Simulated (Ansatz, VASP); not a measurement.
Hf7GeO16 in VASP and in Ansatz

```xyz
24
Lattice="7.1160 7.1160 0.0000 -3.5580 3.5580 0.0000 0.0000 0.0000 5.1719" Properties=species:S:1:pos:R:3 pbc="T T T"
Ge   -1.7790    1.7790    2.5859
Hf    1.7790    5.3370    2.5859
Hf    1.7790    1.7790    2.5859
Hf    5.3370    5.3370    2.5859
Hf    0.0000    0.0000    0.0000
Hf    3.5580    3.5580    0.0000
Hf    0.0000    3.5580    0.0000
Hf    3.5580    7.1160    0.0000
O     0.0000    1.7790    3.6059
O     3.5580    5.3370    3.6059
O     0.0000    5.3370    3.6059
O     3.5580    8.8950    3.6059
O    -1.7790    3.5580    4.1519
O     1.7790    7.1160    4.1519
O     1.7790    3.5580    4.1519
O     5.3370    7.1160    4.1519
O    -1.7790    3.5580    1.5660
O     1.7790    7.1160    1.5660
O     1.7790    3.5580    1.5660
O     5.3370    7.1160    1.5660
O     0.0000    1.7790    1.0199
O     3.5580    5.3370    1.0199
O     0.0000    5.3370    1.0199
O     3.5580    8.8950    1.0199
```

Alike in both runs: task single point; functional PBE; k mesh 2 × 4 × 4; occupations gaussian, width 0.1 eV; no spin polarisation.

|  | VASP | Ansatz |
| --- | --- | --- |
| version | VASP 6.6.1 | Ansatz 0.2.0 |
| potentials or method | VASP PAW PBE potentials, release 64 (Ge_d, Hf_pv, O), cutoff 600 eV | scalar-relativistic, plane waves, PAW |
| valence electrons in the cell | 180 | 292 |

|  | VASP | Ansatz | Ansatz less VASP |
| --- | --- | --- | --- |
| gap on the k mesh at the Fermi level (eV) | 1.76 | 1.77 | +0.012 |
| least direct gap on the mesh (eV) | 1.77 | 1.79 | +0.013 |
| pressure (GPa) | 2.8 | 6.1 | +3.32 |
| traceless stress, the component that is largest in VASP (GPa) | 1.16 | 1.09 | -0.071 |
| rms of the force components (eV/Å) | 0.497 | 0.529 | +0.0317 |

Atom by atom the forces differ by 0.045 eV/Å (rms over components). With one functional, cell and mesh, what is left measures potentials, basis and numerics. VASP's potentials hold 180 valence electrons a cell and Ansatz's 292, so a difference there can come from the potentials and not from the codes.

Neither program's run includes spin-orbit coupling.
